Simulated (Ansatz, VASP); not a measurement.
**Two plane-wave programs on GaAs**

The input POSCAR:

```
GaAs
1.0
    0.0000000000      2.8268505379      2.8268505379
    2.8268505379      0.0000000000      2.8268505379
    2.8268505379      2.8268505379      0.0000000000
Ga As
1 1
Direct
    0.0000000000      0.0000000000      0.0000000000
    0.7500000000      0.7500000000      0.7500000000
```

File INCAR.step1:

```
SYSTEM = GaAs
ALGO     = Normal         ! electronic algorithm
EDIFF    = 1E-5           ! SCF threshold, eV
ENCUT    = 520            ! plane-wave cutoff, eV
GGA      = PE             ! functional
ISIF     = 2              ! what is computed and relaxed
ISMEAR   = 0              ! smearing method
LASPH    = .TRUE.         ! aspherical terms in the spheres
LREAL    = .FALSE.        ! projectors in reciprocal space
LWAVE    = .TRUE.         ! write WAVECAR
NBANDS   = 16             ! bands
NELM     = 100            ! most SCF steps
PREC     = Accurate       ! precision mode
SIGMA    = 0.05           ! smearing width, eV
```

Contents of INCAR.step2:

```
SYSTEM = GaAs
AEXX     = 0.25           ! exact-exchange fraction
ALGO     = Normal         ! electronic algorithm
EDIFF    = 1E-6           ! SCF threshold, eV
ENCUT    = 520            ! plane-wave cutoff, eV
GGA      = PE             ! functional
HFSCREEN = 0.1            ! screening, 1/A
ISIF     = 2              ! what is computed and relaxed
ISMEAR   = 0              ! smearing method
ISTART   = 1            
LASPH    = .TRUE.         ! aspherical terms in the spheres
LCHARG   = .TRUE.         ! write CHGCAR
LELF     = .TRUE.         ! ELF
LHFCALC  = .TRUE.         ! exact exchange
LREAL    = .FALSE.        ! projectors in reciprocal space
LVHAR    = .TRUE.       
LWAVE    = .FALSE.        ! write WAVECAR
NBANDS   = 16             ! bands
NELM     = 100            ! most SCF steps
PREC     = Accurate       ! precision mode
PRECFOCK = Normal       
SIGMA    = 0.05           ! smearing width, eV
```

Contents of KPOINTS:

```
k-points
0
G
  4 4 4
  0 0 0
```

Input for Ansatz:

```yaml
crystal:
  lattice:
    - [0.0, 2.8268505379, 2.8268505379]
    - [2.8268505379, 0.0, 2.8268505379]
    - [2.8268505379, 2.8268505379, 0.0]
  atoms:
    - { symbol: Ga, position: [0.0, 0.0, 0.0] }
    - { symbol: As, position: [0.75, 0.75, 0.75] }
basis:
  ecutwfc: 420
  ecutrho_ratio: 4
kpoints:
  mp_grid: { grid: [4, 4, 4] }
hamiltonian:
  xc: { preset: hse06, exx: { coeff: 0.25, omega: 0.1 } }
scf:
  occupations: { method: gaussian, width: 0.05 }
  n_extra_bands: 9
output:
  forces: true
  stress: true
  eigenvalues: true
  populations: true
  dos: { projected: true, de: 0.02 }
  write_density: true
  write_potential: true
  elf: true
  volumetric_format: npy
```

Alike in both runs: task single point; functional PBE-based screened hybrid; k mesh 4 × 4 × 4; occupations gaussian, width 0.05 eV; no spin polarisation.

|  | VASP | Ansatz |
| --- | --- | --- |
| version | VASP 6.6.1 | Ansatz 0.2.0 |
| potentials or method | VASP PAW PBE potentials, release 64 (Ga_d, As), cutoff 520 eV | scalar-relativistic, plane waves, PAW |
| valence electrons in the cell | 18 | 28 |

Ansatz gave:

* gap on the k mesh at the Fermi level (eV): 1.77
* least direct gap on the mesh (eV): 1.77
* pressure (GPa): 1.2

Q: What did VASP give for the same quantities?

A: gap on the k mesh at the Fermi level (eV): 1.80; least direct gap on the mesh (eV): 1.80; pressure (GPa): 1.0.

VASP's potentials were made for PBE, not for PBE-based screened hybrid. VASP's potentials hold 18 valence electrons a cell and Ansatz's 28, so a difference there can come from the potentials and not from the codes. Ansatz's warnings: stress exchange threshold loose, stress scf threshold loose.

The k mesh is coarse, so the values compare programs but aren't converged.
